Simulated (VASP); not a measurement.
# GaSb (I-4m2) in VASP: a series of runs

GaSb is run at these levels: PBE; tasks: single point.

All numbers are computed with VASP 6.6.1; they aren't measurements. Logs are shortened: lines on timing, memory, paths and dates and some standing lists are left out, and cuts for length are marked.

### 1 The cell of the first run

Symmetry: I-4m2, No. 119, tetragonal system. The conventional cell has a = 5.394 Å, b = 5.394 Å, c = 3.320 Å, α = 90.00°, β = 90.00°, γ = 90.00°. Within 3.7 Å of Ga (site symmetry -4m2) lie 8 Sb at 2.82 to 3.67 Å and 2 Ga at 3.32 Å. Sb (site symmetry -4m2) has 8 Ga at 2.82 to 3.67 Å and 2 Sb at 3.32 Å within 3.7 Å.

### 2 Single point, PBE

Contents of INCAR:

```
SYSTEM = GaSb
  PREC = Accurate
  ENCUT = 520
  EDIFF = 1E-6
  ISMEAR = 0
  SIGMA = 0.15
  LREAL = .FALSE.
  LASPH = .TRUE.
  NELM = 80
  ALGO = Normal
  ISIF = 2
  LWAVE = .FALSE.
  LCHARG = .FALSE.
  GGA = PE
  NBANDS = 16
```

Contents of KPOINTS:

```
Automatic mesh
0
G
  16 16 16
  0 0 0
```

Contents of POSCAR:

```
GaSb
1.0
   -2.6968000000      2.6968000000      1.6602000000
    2.6968000000     -2.6968000000      1.6602000000
    2.6968000000      2.6968000000     -1.6602000000
Ga Sb
1 1
Direct
    0.2500000000      0.7500000000      0.5000000000
    0.0000000000      0.0000000000      0.0000000000
```

Potentials or basis: VASP PAW PBE potentials, release 64 (Ga_d, Sb).

On the command line:

```sh
$ cat potpaw_PBE.64/Ga_d/POTCAR potpaw_PBE.64/Sb/POTCAR > POTCAR
$ mpirun -np 1 vasp_std > vasp.out
```

OUTCAR:

```text
SYSTEM = GaSb
   PREC = Accurate
   ENCUT = 520
   EDIFF = 1E-6
   ISMEAR = 0
   LREAL = .FALSE.
   LASPH = .TRUE.
   NELM = 80
   ISIF = 2
   GGA = PE

 ion  position               nearest neighbor table
   1  0.250  0.750  0.500-   2 2.82   2 2.82   2 2.82   2 2.82
   2  0.000  0.000  0.000-   1 2.82   1 2.82   1 2.82   1 2.82

  LATTYP: Found a body centered tetragonal cell.
 ALAT       =     5.3936000000
 C/A-ratio  =     0.6156185108

  Lattice vectors:

 A1 = (  -2.6968000000,   2.6968000000,   1.6602000000)
 A2 = (   2.6968000000,  -2.6968000000,   1.6602000000)
 A3 = (   2.6968000000,   2.6968000000,  -1.6602000000)

Analysis of symmetry for initial positions (statically):
=====================================================================
 Subroutine PRICEL returns:
 Original cell was already a primitive cell.

 Routine SETGRP: Setting up the symmetry group for a
 body centered tetragonal supercell.

 Subroutine GETGRP returns: Found  8 space group operations
 (whereof  8 operations were pure point group operations)
 out of a pool of 16 trial point group operations.

The static configuration has the point symmetry D_2d.

Analysis of symmetry for dynamics (positions and initial velocities):
=====================================================================
 Subroutine PRICEL returns:
 Original cell was already a primitive cell.

 Routine SETGRP: Setting up the symmetry group for a
 body centered tetragonal supercell.

 Subroutine GETGRP returns: Found  8 space group operations
 (whereof  8 operations were pure point group operations)
 out of a pool of 16 trial point group operations.

The dynamic configuration has the point symmetry D_2d.

 Subroutine INISYM returns: Found  8 space group operations
 (whereof  8 operations are pure point group operations),
 and found     1 'primitive' translations

----------------------------------------------------------------------------------------

                                     Primitive cell

  volume of cell :      48.2967

  direct lattice vectors                    reciprocal lattice vectors
    -2.696800000  2.696800000  1.660200000     0.000000000  0.185404924  0.301168534
     2.696800000 -2.696800000  1.660200000     0.185404924  0.000000000  0.301168534
     2.696800000  2.696800000 -1.660200000     0.185404924  0.185404924  0.000000000

  length of vectors
     4.159534171  4.159534171  4.159534171     0.353662935  0.353662935  0.262202159

  position of ions in fractional coordinates (direct lattice)
     0.250000000  0.750000000  0.500000000
     0.000000000  0.000000000  0.000000000

  ion indices of the primitive-cell ions
   primitive index   ion index
                 1           1
                 2           2

----------------------------------------------------------------------------------------

 KPOINTS: Automatic mesh

Automatic generation of k-mesh.
 Grid dimensions read from file:
 generate k-points for:   16   16   16

 Generating k-lattice:

  Cartesian coordinates                     Fractional coordinates (reciprocal lattice)
     0.000000000  0.011587808  0.018823033     0.062500000  0.000000000  0.000000000
     0.011587808  0.000000000  0.018823033     0.000000000  0.062500000  0.000000000
     0.011587808  0.011587808  0.000000000     0.000000000  0.000000000  0.062500000

  Length of vectors
     0.022103933  0.022103933  0.016387635

  Shift w.r.t. Gamma in fractional coordinates (k-lattice)
     0.000000000  0.000000000  0.000000000

 Subroutine IBZKPT returns following result:
 ===========================================

 Found    349 irreducible k-points:

 Following reciprocal coordinates:
            Coordinates               Weight
  0.000000  0.000000  0.000000      1.000000
  0.062500 -0.000000  0.000000      8.000000
  0.125000 -0.000000  0.000000      8.000000
  0.187500 -0.000000  0.000000      8.000000
  0.250000 -0.000000  0.000000      8.000000
  0.312500 -0.000000  0.000000      8.000000
[... 16 lines left out ...]
 -0.125000  0.062500 -0.000000     16.000000
 -0.062500  0.062500  0.000000      4.000000
 [... further k-points ...]
   k-points           NKPTS =    349   k-points in BZ     NKDIM =    349   number of bands    NBANDS=     16
   number of dos      NEDOS =    301   number of ions     NIONS =      2
   total plane-waves  NPLWV =  32768
   dimension x,y,z NGX =    32 NGY =   32 NGZ =   32
   dimension x,y,z NGXF=    64 NGYF=   64 NGZF=   64
   ions per type =               1   1
   NGX,Y,Z   is equivalent  to a cutoff of  12.79, 12.79, 12.79 a.u.
   NGXF,Y,Z  is equivalent  to a cutoff of  25.58, 25.58, 25.58 a.u.
 SYSTEM =  GaSb
   PREC   = accura    normal or accurate (medium, high low for compatibility)
   ISTART =      0    job   : 0-new  1-cont  2-samecut
   ICHARG =      2    charge: 1-file 2-atom 10-const
   ISPIN  =      1    spin polarized calculation?
   LNONCOLLINEAR =      F non collinear calculations
   LSORBIT =      F    spin-orbit coupling
   LASPH  =      T    aspherical Exc in radial PAW
   ENCUT  =  520.0 eV  38.22 Ry    6.18 a.u.   7.73  7.73  7.73*2*pi/ulx,y,z
   NELM   =     80;   NELMIN=  2; NELMDL= -5     # of ELM steps
   EDIFF  = 0.1E-05   stopping-criterion for ELM
   LREAL  =      F    real-space projection
   EDIFFG = 0.1E-04   stopping-criterion for IOM
   NSW    =      0    number of steps for IOM
   IBRION =     -1    ionic relax: 0-MD 1-quasi-New 2-CG
   NFREE  =      0    steps in history (QN), initial steepest desc. (CG)
   ISIF   =      2    stress and relaxation
   ISYM   =      2    0-nonsym 1-usesym 2-fastsym
   POTIM  = 0.5000    time-step for ionic-motion
   TEBEG  =    0.0;   TEEND  =   0.0 temperature during run
   PSTRESS=    0.0 pullay stress
   NELECT =      18.0000    total number of electrons
   NUPDOWN=      -1.0000    fix difference up-down
   EMIN   =  10.00;   EMAX   =-10.00  energy-range for DOS
   EFERMI =   0.00;   METHOD = LEGACY
   ISMEAR =     0;   SIGMA  =   0.15  broadening in eV -4-tet -1-fermi 0-gaus
   EFERMI_NEDOS =   21; number of points for ismear=-14 and -15
   IALGO  =     38    algorithm
   IMIX   =      4    mixing-type and parameters
     AMIX     =   0.40;   BMIX     =  1.00
     AMIX_MAG =   1.60;   BMIX_MAG =  1.00
  volume/ion in A,a.u.               =      24.15       162.96
  Fermi-wavevector in a.u.,A,eV,Ry     =   1.178130  2.226342 18.884739  1.387989
  Thomas-Fermi vector in A             =   2.314464
   LORBIT       =      0    0 simple, 1 ext, 2 COOP (PROOUT), +10 PAW based schemes
   GGA     = PE    functional components
   LHFCALC =     F    Hartree Fock is set to
   AEXX    =    0.0000 exact exchange contribution
   IVDW    =     0    specifies the selected vdW correction
   LEPSILON=     F    determine dielectric tensor
   LRPA    =     F    only Hartree local field effects (RPA)
 non-spin polarized calculation
 Gauss-broadening in eV      SIGMA  =   0.15
  energy-cutoff  :      520.00
  volume of cell :       48.30
 maximum number of plane-waves:      1319
   NGX = 15   NGY = 15   NGZ = 15

 number of electron      18.0000011 magnetization

 Free energy of the ion-electron system (eV)
  ---------------------------------------------------
  ext. energy  EPLUGINS =         0.00000000
  ---------------------------------------------------
  free energy    TOTEN  =        -6.96640250 eV

  energy without entropy =       -6.95816049  energy(sigma->0) =       -6.96228150

 E-fermi :   6.5853     XC(G=0): -10.2216

 val. band max:        6.5789947103   @ k =  -0.3125  -0.3125   0.0625
 cond. band min:       6.5919955260   @ k =  -0.2500  -0.3125   0.0625
 fundamental gap:      0.0130008157
 Fermi energy:         6.5853251524

 k-point     1 :       0.0000    0.0000    0.0000
  band No.  band energies     occupation
      1      -8.4088      2.00000
      2      -8.3413      2.00000
      3      -8.3321      2.00000
      4      -8.3273      2.00000
      5      -8.3273      2.00000
      6      -5.3752      2.00000
[... 8 lines left out ...]
     15      15.7882      0.00000
     16      16.9911      0.00000

 k-point     2 :       0.0625   -0.0000    0.0000
  band No.  band energies     occupation
      1      -8.4052      2.00000
      2      -8.3420      2.00000
      3      -8.3315      2.00000
      4      -8.3286      2.00000
      5      -8.3285      2.00000
      6      -5.3056      2.00000
[... 8 lines left out ...]
     15      16.1240      0.00000
     16      16.5295      0.00000

 k-point     3 :       0.1250   -0.0000    0.0000
  band No.  band energies     occupation
      1      -8.3952      2.00000
      2      -8.3443      2.00000
      3      -8.3338      2.00000
      4      -8.3323      2.00000
      5      -8.3281      2.00000
      6      -5.0976      2.00000
[... 8 lines left out ...]
     15      15.4741      0.00000
     16      16.4266      0.00000

 k-point     4 :       0.1875   -0.0000    0.0000
  band No.  band energies     occupation
      1      -8.3807      2.00000
      2      -8.3482      2.00000
      3      -8.3402      2.00000
      4      -8.3370      2.00000
      5      -8.3245      2.00000
      6      -4.7538      2.00000
[... 8 lines left out ...]
     15      14.7692      0.00000
     16      16.6200      0.00000
[... 324 lines left out ...]
 k-point    22 :      -0.1875    0.0625    0.0000
  band No.  band energies     occupation
      1      -8.3942      2.00000
      2      -8.3468      2.00000
      3      -8.3342      2.00000
      4      -8.3315      2.00000
      5      -8.3260      2.00000
      6      -4.9888      2.00000
[... 8 lines left out ...]
     15      15.3293      0.00000
     16      16.2322      0.00000

 k-point    23 :      -0.1250    0.0625   -0.0000
  band No.  band energies     occupation
      1      -8.4044      2.00000
      2      -8.3438      2.00000
      3      -8.3312      2.00000
      4      -8.3285      2.00000
      5      -8.3272      2.00000
      6      -5.2328      2.00000
[... 8 lines left out ...]
     15      15.7949      0.00000
     16      16.3257      0.00000

 k-point    24 :      -0.0625    0.0625    0.0000
  band No.  band energies     occupation
      1      -8.4084      2.00000
      2      -8.3422      2.00000
      3      -8.3317      2.00000
      4      -8.3273      2.00000
      5      -8.3267      2.00000
      6      -5.3387      2.00000
[... 8 lines left out ...]
     15      15.6398      0.00000
     16      16.7627      0.00000

 [... further k-points ...]

------------------------ aborting loop because EDIFF is reached ----------------------------------------

  FORCE on cell =-STRESS in cart. coord.  units (eV):
  Direction    XX          YY          ZZ          XY          YZ          ZX
  --------------------------------------------------------------------------------------
  -------------------------------------------------------------------------------------
  Total        0.5789618      0.5789618     -0.4728662      0.0000000      0.0000000      0.0000000
  in kB       19.2062504     19.2062504    -15.6866768      0.0000000      0.0000000      0.0000000
  external PRESSURE =       7.5752747 kB  Pullay stress =       0.0000000 kB

 VOLUME and BASIS-vectors are now :
 -----------------------------------------------------------------------------
  energy-cutoff  :      520.00
  volume of cell :       48.30
      direct lattice vectors                 reciprocal lattice vectors
    -2.696800000  2.696800000  1.660200000     0.000000000  0.185404924  0.301168534
     2.696800000 -2.696800000  1.660200000     0.185404924  0.000000000  0.301168534
     2.696800000  2.696800000 -1.660200000     0.185404924  0.185404924  0.000000000

 POSITION                                       TOTAL-FORCE (eV/Angst)
 -----------------------------------------------------------------------------------
      2.69680     -0.00000      0.83010         0.000000     -0.000000      0.000000
      0.00000      0.00000      0.00000        -0.000000      0.000000     -0.000000
 -----------------------------------------------------------------------------------
    total drift:                                0.000000     -0.000000      0.000000

  FREE ENERGIE OF THE ION-ELECTRON SYSTEM (eV)
  ---------------------------------------------------
  free  energy   TOTEN  =        -6.9664025044 eV

  energy  without entropy=       -6.9581604920  energy(sigma->0) =       -6.96228150
```

Run time: 3.9 min. Hardware: 1 thread of Intel Xeon 8259CL, shared host; peak memory 0.4 GiB.

Results:

| Quantity | Value |
| --- | --- |
| Free energy | -6.9664 eV |
| Pressure | 0.8 GPa |
| Band gap on the k mesh | zero (bands 9 and 10 overlap by 4.98 eV) |

Caveat: spin-orbit coupling is left out, which moves the levels of the heavy elements.

### 3 Single point, PBE

This run uses another cell than the first one, of the same volume but with other edges.

INCAR is that of step 2.

KPOINTS is that of step 2.

Contents of POSCAR:

```
GaSb
1.0
   -2.8351000000      2.8351000000      1.5021000000
    2.8351000000     -2.8351000000      1.5021000000
    2.8351000000      2.8351000000     -1.5021000000
Ga Sb
1 1
Direct
    0.2500000000      0.7500000000      0.5000000000
    0.0000000000      0.0000000000      0.0000000000
```

Potentials or basis: VASP PAW PBE potentials, release 64 (Ga_d, Sb).

On the command line:

```sh
$ cat potpaw_PBE.64/Ga_d/POTCAR potpaw_PBE.64/Sb/POTCAR > POTCAR
$ mpirun -np 1 vasp_std > vasp.out
```

OUTCAR:

```text
SYSTEM = GaSb
   PREC = Accurate
   ENCUT = 520
   EDIFF = 1E-6
   ISMEAR = 0
   LREAL = .FALSE.
   LASPH = .TRUE.
   NELM = 80
   ISIF = 2
   GGA = PE

 ion  position               nearest neighbor table
   1  0.250  0.750  0.500-   2 2.93   2 2.93   2 2.93   2 2.93
   2  0.000  0.000  0.000-   1 2.93   1 2.93   1 2.93   1 2.93

  LATTYP: Found a body centered tetragonal cell.
 ALAT       =     5.6702000000
 C/A-ratio  =     0.5298225812

  Lattice vectors:

 A1 = (  -2.8351000000,   2.8351000000,   1.5021000000)
 A2 = (   2.8351000000,  -2.8351000000,   1.5021000000)
 A3 = (   2.8351000000,   2.8351000000,  -1.5021000000)

Analysis of symmetry for initial positions (statically):
=====================================================================
 Subroutine PRICEL returns:
 Original cell was already a primitive cell.

 Routine SETGRP: Setting up the symmetry group for a
 body centered tetragonal supercell.

 Subroutine GETGRP returns: Found  8 space group operations
 (whereof  8 operations were pure point group operations)
 out of a pool of 16 trial point group operations.

The static configuration has the point symmetry D_2d.
[... 160 lines left out ...]

 E-fermi :   6.5530     XC(G=0): -10.2316

 val. band max:        6.5479681455   @ k =   0.1250   0.1250   0.0625
 cond. band min:       6.5624265032   @ k =  -0.4375   0.1875   0.0625
 fundamental gap:      0.0144583577
 Fermi energy:         6.5530190871

 k-point     1 :       0.0000    0.0000    0.0000
  band No.  band energies     occupation
      1      -8.4109      2.00000
      2      -8.2943      2.00000
      3      -8.2888      2.00000
      4      -8.2432      2.00000
      5      -8.2432      2.00000
      6      -5.4527      2.00000
[... 433 lines left out ...]
      3      -8.2884      2.00000
      4      -8.2432      2.00000
      5      -8.2430      2.00000
      6      -5.4218      2.00000
[... 8 lines left out ...]
     15      16.7095      0.00000
     16      16.8175      0.00000

 [... further k-points ...]

------------------------ aborting loop because EDIFF is reached ----------------------------------------

  FORCE on cell =-STRESS in cart. coord.  units (eV):
  Direction    XX          YY          ZZ          XY          YZ          ZX
  --------------------------------------------------------------------------------------
  -------------------------------------------------------------------------------------
  Total       -0.3572169     -0.3572169      0.9349156      0.0000000     -0.0000000      0.0000000
  in kB      -11.8507817    -11.8507817     31.0161153      0.0000000     -0.0000000      0.0000000
  external PRESSURE =       2.4381840 kB  Pullay stress =       0.0000000 kB

 VOLUME and BASIS-vectors are now :
 -----------------------------------------------------------------------------
  energy-cutoff  :      520.00
  volume of cell :       48.29
      direct lattice vectors                 reciprocal lattice vectors
    -2.835100000  2.835100000  1.502100000     0.000000000  0.176360622  0.332867319
     2.835100000 -2.835100000  1.502100000     0.176360622  0.000000000  0.332867319
     2.835100000  2.835100000 -1.502100000     0.176360622  0.176360622  0.000000000

 POSITION                                       TOTAL-FORCE (eV/Angst)
 -----------------------------------------------------------------------------------
      2.83510      0.00000      0.75105        -0.000000      0.000000      0.000000
      0.00000      0.00000      0.00000         0.000000     -0.000000     -0.000000
 -----------------------------------------------------------------------------------
    total drift:                                0.000000     -0.000000      0.000000

  FREE ENERGIE OF THE ION-ELECTRON SYSTEM (eV)
  ---------------------------------------------------
  free  energy   TOTEN  =        -6.9646335855 eV

  energy  without entropy=       -6.9551024513  energy(sigma->0) =       -6.95986802
```

stdout:

```text
POSCAR found type information on POSCAR GaSb
 POSCAR found :  2 types and       2 ions
 scaLAPACK will be used
 LDA part: xc-table for (Slater+PW92), standard interpolation
 POSCAR, INCAR and KPOINTS ok, starting setup
 FFT: planning ... GRIDC
 FFT: planning ... GRID_SOFT
 FFT: planning ... GRID
 WAVECAR not read
 entering main loop
```

Run time: 4.2 min. Hardware: 1 thread of Intel Xeon 8259CL, shared host; peak memory 0.4 GiB.

What came out:

| Item | Value |
| --- | --- |
| Free energy | -6.9646 eV |
| Pressure | 0.2 GPa |
| Band gap on the k mesh | zero (bands 9 and 10 overlap by 4.28 eV) |

Caveat: spin-orbit coupling is left out, which moves the levels of the heavy elements.
